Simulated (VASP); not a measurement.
# CuO (P4/nmm) in VASP: further runs

The runs below take CuO through single point, with PBE.

Program: VASP 6.6.1. These are calculated values, not measurements. Logs are shortened: lines on timing, memory, paths and dates and some standing lists are left out, and cuts for length are marked.

## 1. The cell of the first run

Symmetry: P4/nmm, No. 129, tetragonal system. The conventional cell has a = 3.111 Å, b = 3.111 Å, c = 4.555 Å, α = 90.00°, β = 90.00°, γ = 90.00°. Cu (site symmetry -4m2) has 4 O at 1.97 Å and 4 Cu at 2.20 Å within 2.6 Å. O (site symmetry 4mm) has 4 Cu at 1.97 Å within 2.6 Å.

## 2. Single point, PBE

The input, INCAR:

```
SYSTEM = CuO
  PREC = Accurate
  ENCUT = 520
  EDIFF = 1E-6
  ISMEAR = -1
  SIGMA = 0.05
  LREAL = .FALSE.
  LASPH = .TRUE.
  NELM = 100
  ALGO = Normal
  ISIF = 2
  LWAVE = .FALSE.
  LCHARG = .TRUE.
  GGA = PE
  LELF = .TRUE.
  LVHAR = .TRUE.
  NBANDS = 25
```

The input, KPOINTS:

```
Automatic mesh
0
G
  8 8 6
  0 0 0
```

The input, POSCAR:

```
CuO
1.0
    3.1106712801      0.0000000000      0.0000000000
    0.0000000000      3.1106712801      0.0000000000
    0.0000000000      0.0000000000      4.5546168319
Cu O
2 2
Direct
    0.0000000000      0.0000000000      0.0000000000
    0.5000000000      0.5000000000      0.0000000000
    0.5000000000      0.0000000000      0.2670000000
    0.0000000000      0.5000000000      0.7330000000
```

Potentials or basis: VASP PAW PBE potentials, release 64 (Cu, O).

Command:

```bash
cat potpaw_PBE.64/Cu/POTCAR potpaw_PBE.64/O/POTCAR > POTCAR
mpirun -np 1 vasp_std > vasp.out
```

OUTCAR:

```text
SYSTEM = CuO
   PREC = Accurate
   ENCUT = 520
   EDIFF = 1E-6
   ISMEAR = -1
   LREAL = .FALSE.
   LASPH = .TRUE.
   NELM = 100
   ISIF = 2
   GGA = PE

 ion  position               nearest neighbor table
   1  0.000  0.000  0.000-   3 1.97   4 1.97   4 1.97   3 1.97   2 2.20   2 2.20   2 2.20   2 2.20

   2  0.500  0.500  0.000-   3 1.97   4 1.97   3 1.97   4 1.97   1 2.20   1 2.20   1 2.20   1 2.20

   3  0.500  0.000  0.267-   1 1.97   2 1.97   2 1.97   1 1.97
   4  0.000  0.500  0.733-   1 1.97   2 1.97   1 1.97   2 1.97

  LATTYP: Found a simple tetragonal cell.
 ALAT       =     3.1106712801
 C/A-ratio  =     1.4641909806

  Lattice vectors:

 A1 = (   3.1106712801,   0.0000000000,   0.0000000000)
 A2 = (   0.0000000000,   3.1106712801,   0.0000000000)
 A3 = (   0.0000000000,   0.0000000000,   4.5546168319)

Analysis of symmetry for initial positions (statically):
=====================================================================
 Subroutine PRICEL returns:
 Original cell was already a primitive cell.

 Routine SETGRP: Setting up the symmetry group for a
 simple tetragonal supercell.

 Subroutine GETGRP returns: Found 16 space group operations
 (whereof  8 operations were pure point group operations)
 out of a pool of 16 trial point group operations.

The static configuration has the point symmetry D_2d.
 The point group associated with its full space group is D_4h.

Analysis of symmetry for dynamics (positions and initial velocities):
=====================================================================
 Subroutine PRICEL returns:
 Original cell was already a primitive cell.

 Routine SETGRP: Setting up the symmetry group for a
 simple tetragonal supercell.

 Subroutine GETGRP returns: Found 16 space group operations
 (whereof  8 operations were pure point group operations)
 out of a pool of 16 trial point group operations.

The dynamic configuration has the point symmetry D_2d.
 The point group associated with its full space group is D_4h.

 Subroutine INISYM returns: Found 16 space group operations
 (whereof  8 operations are pure point group operations),
 and found     1 'primitive' translations

----------------------------------------------------------------------------------------

                                     Primitive cell

  volume of cell :      44.0717

  direct lattice vectors                    reciprocal lattice vectors
     3.110671280  0.000000000  0.000000000     0.321474020  0.000000000  0.000000000
     0.000000000  3.110671280  0.000000000     0.000000000  0.321474020  0.000000000
     0.000000000  0.000000000  4.554616832     0.000000000  0.000000000  0.219557437

  length of vectors
     3.110671280  3.110671280  4.554616832     0.321474020  0.321474020  0.219557437

  position of ions in fractional coordinates (direct lattice)
     0.000000000  0.000000000  0.000000000
     0.500000000  0.500000000  0.000000000
     0.500000000  0.000000000  0.267000000
     0.000000000  0.500000000  0.733000000

  ion indices of the primitive-cell ions
   primitive index   ion index
                 1           1
                 2           2
                 3           3
                 4           4

----------------------------------------------------------------------------------------

 KPOINTS: Automatic mesh

Automatic generation of k-mesh.
 Grid dimensions read from file:
 generate k-points for:    8    8    6

 Generating k-lattice:

  Cartesian coordinates                     Fractional coordinates (reciprocal lattice)
     0.040184252  0.000000000  0.000000000     0.125000000  0.000000000  0.000000000
     0.000000000  0.040184252  0.000000000     0.000000000  0.125000000  0.000000000
     0.000000000  0.000000000  0.036592906     0.000000000  0.000000000  0.166666667

  Length of vectors
     0.040184252  0.040184252  0.036592906

  Shift w.r.t. Gamma in fractional coordinates (k-lattice)
     0.000000000  0.000000000  0.000000000

 Subroutine IBZKPT returns following result:
 ===========================================

 Found     60 irreducible k-points:

 Following reciprocal coordinates:
            Coordinates               Weight
  0.000000  0.000000  0.000000      1.000000
  0.125000  0.000000  0.000000      4.000000
  0.250000  0.000000  0.000000      4.000000
  0.375000  0.000000  0.000000      4.000000
  0.500000  0.000000  0.000000      2.000000
  0.125000  0.125000  0.000000      4.000000
[... 16 lines left out ...]
  0.375000  0.125000  0.166667     16.000000
  0.500000  0.125000  0.166667      8.000000
 [... further k-points ...]
   k-points           NKPTS =     60   k-points in BZ     NKDIM =     60   number of bands    NBANDS=     25
   number of dos      NEDOS =    301   number of ions     NIONS =      4
   total plane-waves  NPLWV =  20736
   dimension x,y,z NGX =    24 NGY =   24 NGZ =   36
   dimension x,y,z NGXF=    48 NGYF=   48 NGZF=   72
   ions per type =               2   2
   NGX,Y,Z   is equivalent  to a cutoff of  12.83, 12.83, 13.14 a.u.
   NGXF,Y,Z  is equivalent  to a cutoff of  25.65, 25.65, 26.28 a.u.
 SYSTEM =  CuO
   PREC   = accura    normal or accurate (medium, high low for compatibility)
   ISTART =      0    job   : 0-new  1-cont  2-samecut
   ICHARG =      2    charge: 1-file 2-atom 10-const
   ISPIN  =      1    spin polarized calculation?
   LNONCOLLINEAR =      F non collinear calculations
   LSORBIT =      F    spin-orbit coupling
   LASPH  =      T    aspherical Exc in radial PAW
   ENCUT  =  520.0 eV  38.22 Ry    6.18 a.u.   5.78  5.78  8.47*2*pi/ulx,y,z
   NELM   =    100;   NELMIN=  2; NELMDL= -5     # of ELM steps
   EDIFF  = 0.1E-05   stopping-criterion for ELM
   LREAL  =      F    real-space projection
   EDIFFG = 0.1E-04   stopping-criterion for IOM
   NSW    =      0    number of steps for IOM
   IBRION =     -1    ionic relax: 0-MD 1-quasi-New 2-CG
   NFREE  =      0    steps in history (QN), initial steepest desc. (CG)
   ISIF   =      2    stress and relaxation
   ISYM   =      2    0-nonsym 1-usesym 2-fastsym
   POTIM  = 0.5000    time-step for ionic-motion
   TEBEG  =    0.0;   TEEND  =   0.0 temperature during run
   PSTRESS=    0.0 pullay stress
   NELECT =      34.0000    total number of electrons
   NUPDOWN=      -1.0000    fix difference up-down
   EMIN   =  10.00;   EMAX   =-10.00  energy-range for DOS
   EFERMI =   0.00;   METHOD = LEGACY
   ISMEAR =    -1;   SIGMA  =   0.05  broadening in eV -4-tet -1-fermi 0-gaus
   EFERMI_NEDOS =   21; number of points for ismear=-14 and -15
   IALGO  =     38    algorithm
   IMIX   =      4    mixing-type and parameters
     AMIX     =   0.40;   BMIX     =  1.00
     AMIX_MAG =   1.60;   BMIX_MAG =  1.00
  volume/ion in A,a.u.               =      11.02        74.35
  Fermi-wavevector in a.u.,A,eV,Ry     =   1.501462  2.837352 30.672826  2.254389
  Thomas-Fermi vector in A             =   2.612830
   LORBIT       =      0    0 simple, 1 ext, 2 COOP (PROOUT), +10 PAW based schemes
   GGA     = PE    functional components
   LHFCALC =     F    Hartree Fock is set to
   AEXX    =    0.0000 exact exchange contribution
   IVDW    =     0    specifies the selected vdW correction
   LEPSILON=     F    determine dielectric tensor
   LRPA    =     F    only Hartree local field effects (RPA)
 non-spin polarized calculation
  energy-cutoff  :      520.00
  volume of cell :       44.07
 maximum number of plane-waves:      1216
 NGX is ok and might be reduce to    24
   NGX = 11   NGY = 11   NGZ = 17

 number of electron      33.9999976 magnetization

 Free energy of the ion-electron system (eV)
  ---------------------------------------------------
  ext. energy  EPLUGINS =         0.00000000
  ---------------------------------------------------
  free energy    TOTEN  =       -15.71368554 eV

  energy without entropy =      -15.66072535  energy(sigma->0) =      -15.68720545

 E-fermi :   3.8079     XC(G=0): -11.0717

 val. band max:        3.7989358966   @ k =   0.5000   0.0000   0.0000
 cond. band min:       3.8101374718   @ k =   0.5000   0.0000   0.1667
 fundamental gap:      0.0112015752
 Fermi energy:         3.8079246672

 k-point     1 :       0.0000    0.0000    0.0000
  band No.  band energies     occupation
      1     -15.1750      2.00000
      2     -14.2533      2.00000
      3      -2.9878      2.00000
      4      -2.0401      2.00000
      5      -1.5156      2.00000
      6      -1.5156      2.00000
[... 17 lines left out ...]
     24      16.5069      0.00000
     25      19.2447      0.00000

 k-point     2 :       0.1250    0.0000    0.0000
  band No.  band energies     occupation
      1     -15.1025      2.00000
      2     -14.2490      2.00000
      3      -2.8289      2.00000
      4      -1.9194      2.00000
      5      -1.6201      2.00000
      6      -1.5178      2.00000
[... 17 lines left out ...]
     24      17.3817      0.00000
     25      19.0496      0.00000

 k-point     3 :       0.2500    0.0000    0.0000
  band No.  band energies     occupation
      1     -14.9098      2.00000
      2     -14.2528      2.00000
      3      -2.4017      2.00000
      4      -1.7999      2.00000
      5      -1.5986      2.00000
      6      -1.4451      2.00000
[... 17 lines left out ...]
     24      18.0641      0.00000
     25      18.3226      0.00000

 k-point     4 :       0.3750    0.0000    0.0000
  band No.  band energies     occupation
      1     -14.6630      2.00000
      2     -14.3054      2.00000
      3      -2.0382      2.00000
      4      -1.6230      2.00000
      5      -1.2556      2.00000
      6      -1.2552      2.00000
[... 17 lines left out ...]
     24      17.5682      0.00000
     25      17.9637      0.00000
[... 477 lines left out ...]
 k-point    22 :       0.2500    0.1250    0.1667
  band No.  band energies     occupation
      1     -14.8144      2.00000
      2     -14.2744      2.00000
      3      -2.4470      2.00000
      4      -1.9460      2.00000
      5      -1.4352      2.00000
      6      -1.2430      2.00000
[... 17 lines left out ...]
     24      17.3978      0.00000
     25      19.5697      0.00000

 k-point    23 :       0.3750    0.1250    0.1667
  band No.  band energies     occupation
      1     -14.5937      2.00000
      2     -14.3002      2.00000
      3      -2.3154      2.00000
      4      -1.6937      2.00000
      5      -1.2852      2.00000
      6      -1.1183      2.00000
[... 17 lines left out ...]
     24      17.6348      0.00000
     25      18.6100      0.00000

 k-point    24 :       0.5000    0.1250    0.1667
  band No.  band energies     occupation
      1     -14.4058      2.00000
      2     -14.4058      2.00000
      3      -2.0463      2.00000
      4      -2.0463      2.00000
      5      -1.0670      2.00000
      6      -1.0670      2.00000
[... 17 lines left out ...]
     24      17.3485      0.00000
     25      18.7995      0.00000

 [... further k-points ...]
[... 5 lines left out ...]
  --------------------------------------------------------------------------------------
  -------------------------------------------------------------------------------------
  Total       12.6726520     12.6726520     -0.0663649      0.0000000      0.0000000     -0.0000000
  in kB      460.6997814    460.6997814     -2.4126210      0.0000000      0.0000000     -0.0000000
  external PRESSURE =     306.3289806 kB  Pullay stress =       0.0000000 kB

 VOLUME and BASIS-vectors are now :
 -----------------------------------------------------------------------------
  energy-cutoff  :      520.00
  volume of cell :       44.07
      direct lattice vectors                 reciprocal lattice vectors
     3.110671280  0.000000000  0.000000000     0.321474020  0.000000000  0.000000000
     0.000000000  3.110671280  0.000000000     0.000000000  0.321474020  0.000000000
     0.000000000  0.000000000  4.554616832     0.000000000  0.000000000  0.219557437

 POSITION                                       TOTAL-FORCE (eV/Angst)
 -----------------------------------------------------------------------------------
      0.00000      0.00000      0.00000         0.000000      0.000000      0.000000
      1.55534      1.55534      0.00000        -0.000000     -0.000000      0.000000
      1.55534      0.00000      1.21608         0.000000      0.000000      0.015284
      0.00000      1.55534      3.33853        -0.000000     -0.000000     -0.015284
 -----------------------------------------------------------------------------------
    total drift:                                0.000000     -0.000000     -0.000000

  FREE ENERGIE OF THE ION-ELECTRON SYSTEM (eV)
  ---------------------------------------------------
  free  energy   TOTEN  =       -15.7136855430 eV

  energy  without entropy=      -15.6607253508  energy(sigma->0) =      -15.68720545
```

It took 25 s on 1 thread of Intel Xeon 6975P-C (Granite Rapids), shared host; peak memory 0.19 GiB.

What came out:

```yaml
Free_energy: -15.7137 eV
Pressure: 30.6 GPa
Largest_force: 0.015 eV/Å
Band_gap_on_the_k_mesh: zero (band 17 reaches 4.28 eV, above the bottom of band 18 at 3.38 eV)
```

Forces on the atoms (eV/Å):
```
Cu   0.000  0.000  0.000
Cu   0.000  0.000  0.000
O    0.000  0.000  0.015
O    0.000  0.000 -0.015
```

Levels at points of the mesh, in eV from the Fermi level:
| k point | band 13 | band 14 | band 15 | band 16 | band 17 | band 18 | band 19 | band 20 | band 21 | band 22 |
| --- | --- | --- | --- | --- | --- | --- | --- | --- | --- | --- |
| (0.00, 0.00, 0.00) | -1.16 | -1.16 | -0.51 | -0.36 | 0.47 | 0.47 | 1.21 | 6.63 | 11.41 | 11.41 |
| (0.50, 0.00, 0.00) | -2.49 | -2.49 | -0.28 | -0.28 | -0.01 | -0.01 | 5.59 | 5.59 | 10.93 | 10.93 |
| (0.50, 0.50, 0.00) | -1.77 | -1.77 | -1.68 | -1.68 | -0.42 | -0.42 | 5.76 | 5.76 | 9.89 | 9.89 |
| (0.00, 0.00, 0.50) | -1.04 | -1.04 | -0.85 | -0.51 | 0.27 | 0.27 | 2.88 | 5.83 | 11.41 | 11.41 |
| (0.50, 0.00, 0.50) | -2.54 | -2.54 | 0.04 | 0.04 | 0.11 | 0.11 | 5.40 | 5.40 | 10.00 | 10.00 |
| (0.50, 0.50, 0.50) | -1.94 | -1.94 | -1.77 | -1.77 | -0.30 | -0.30 | 6.76 | 6.76 | 9.89 | 9.89 |

Caveat: semilocal functionals often make such compounds metallic where correlation or magnetic order opens a gap, which also shifts bond lengths. With open d or f shells a metallic result of PBE can be an artefact of self-interaction; +U or a hybrid may open a gap.

## 3. Single point, PBE

This run uses another cell than the first one, of 11.25 Å³/atom, 1.021 times its volume.

The input, INCAR:

```
SYSTEM = CuO
  PREC = Accurate
  ENCUT = 520
  EDIFF = 1E-6
  ISMEAR = -1
  SIGMA = 0.05
  LREAL = .False.
  LASPH = .True.
  NELM = 100
  ALGO = Normal
  ISIF = 2
  LWAVE = .False.
  LCHARG = .True.
  GGA = PE
  LELF = .True.
  LVHAR = .True.
  NBANDS = 25
```

The input, KPOINTS:

```
Automatic mesh
0
Gamma
  8 8 6
  0 0 0
```

The input, POSCAR:

```
CuO
1.0
    3.1325781376      0.0000000000      0.0000000000
    0.0000000000      3.1325781376      0.0000000000
    0.0000000000      0.0000000000      4.5866926551
Cu O
2 2
Direct
    0.0000000000      0.0000000000      0.0000000000
    0.5000000000      0.5000000000      0.0000000000
    0.5000000000      0.0000000000      0.2670000000
    0.0000000000      0.5000000000      0.7330000000
```

Potentials or basis: VASP PAW PBE potentials, release 64 (Cu, O).

Command:

```bash
cat potpaw_PBE.64/Cu/POTCAR potpaw_PBE.64/O/POTCAR > POTCAR
mpirun -np 1 vasp_std > vasp.out
```

Run time: 26 s. Hardware: 1 thread of Intel Xeon 6975P-C (Granite Rapids), shared host; peak memory 0.18 GiB.

Results (log left out):

```yaml
Free_energy: -15.8794 eV
Pressure: 25.7 GPa
Largest_force: 0.286 eV/Å
Band_gap_on_the_k_mesh: zero (band 17 reaches 4.02 eV, above the bottom of band 18 at 3.14 eV)
```

Forces on the atoms (eV/Å):
```
Cu   0.000  0.000  0.000
Cu   0.000  0.000  0.000
O    0.000  0.000 -0.286
O    0.000  0.000  0.286
```

Stress tensor (GPa, compression positive):
```
40.12  0.00  0.00
 0.00 40.12  0.00
 0.00  0.00 -3.15
```

Levels at points of the mesh, in eV from the Fermi level:
```
           k point  band 14  band 15  band 16  band 17  band 18  band 19  band 20  band 21
(0.00, 0.00, 0.00)    -1.13    -0.51    -0.34     0.46     0.46     1.19     6.59    11.26
(0.50, 0.00, 0.00)    -2.43    -0.27    -0.27    -0.01    -0.01     5.48     5.48    10.83
(0.50, 0.50, 0.00)    -1.73    -1.63    -1.63    -0.42    -0.42     5.71     5.71     9.69
(0.00, 0.00, 0.50)    -1.01    -0.81    -0.51     0.27     0.27     2.83     5.78    11.25
(0.50, 0.00, 0.50)    -2.48     0.04     0.04     0.11     0.11     5.30     5.30     9.92
(0.50, 0.50, 0.50)    -1.88    -1.73    -1.73    -0.30    -0.30     6.68     6.68     9.68
```

Caveat: semilocal functionals often make such compounds metallic where correlation or magnetic order opens a gap, which also shifts bond lengths.

## 4. Single point, PBE

This run uses another cell than the first one, of 11.49 Å³/atom, 1.043 times its volume.

The input, INCAR:

```
SYSTEM = CuO
PREC = Accurate
ENCUT = 520
EDIFF = 1E-6
ISMEAR = -1
SIGMA = 0.05
LREAL = .False.
LASPH = .True.
NELM = 80
ALGO = Normal
ISIF = 2
LWAVE = .False.
LCHARG = .False.
GGA = PE
NBANDS = 25
```

KPOINTS is that of step 3.

The input, POSCAR:

```
CuO
1.0
    3.1541828075      0.0000000000      0.0000000000
    0.0000000000      3.1541828075      0.0000000000
    0.0000000000      0.0000000000      4.6183260179
Cu O
2 2
Direct
    0.0000000000      0.0000000000      0.0000000000
    0.5000000000      0.5000000000      0.0000000000
    0.5000000000      0.0000000000      0.2670000000
    0.0000000000      0.5000000000      0.7330000000
```

Command:

```bash
cat potpaw_PBE.64/Cu/POTCAR potpaw_PBE.64/O/POTCAR > POTCAR
mpirun -np 1 vasp_std > vasp.out
```

Run time: 25 s. Hardware: 1 thread of Intel Xeon 6975P-C (Granite Rapids), shared host; peak memory 0.19 GiB.

The run converged. Its results:

- Free energy: -16.0183 eV
- Pressure: 21.4 GPa
- Largest force: 0.563 eV/Å
- Band gap on the k mesh: zero (band 17 reaches 3.77 eV, above the bottom of band 18 at 2.91 eV)

Forces in eV/Å, atoms in the order of the input:
```
Cu   0.000  0.000  0.000
Cu   0.000  0.000  0.000
O    0.000  0.000 -0.563
O    0.000  0.000  0.563
```

Stress tensor (GPa, compression positive):
```
34.86  0.00  0.00
 0.00 34.86  0.00
 0.00  0.00 -5.61
```

Levels at points of the mesh, in eV from the Fermi level:
```csv
k point,band 15,band 16,band 17,band 18,band 19,band 20
"(0.00, 0.00, 0.00)",-0.51,-0.33,0.45,0.45,1.17,6.55
"(0.50, 0.00, 0.00)",-0.26,-0.26,-0.01,-0.01,5.38,5.38
"(0.50, 0.50, 0.00)",-1.58,-1.58,-0.42,-0.42,5.66,5.66
"(0.00, 0.00, 0.50)",-0.77,-0.51,0.26,0.26,2.79,5.72
"(0.50, 0.00, 0.50)",0.03,0.03,0.10,0.10,5.21,5.21
"(0.50, 0.50, 0.50)",-1.69,-1.69,-0.30,-0.30,6.60,6.60
```

Caveat: semilocal functionals often make such compounds metallic where correlation or magnetic order opens a gap, which also shifts bond lengths. With open d or f shells a metallic result of PBE can be an artefact of self-interaction; +U or a hybrid may open a gap.

(Part 1 of 2 ends here.)
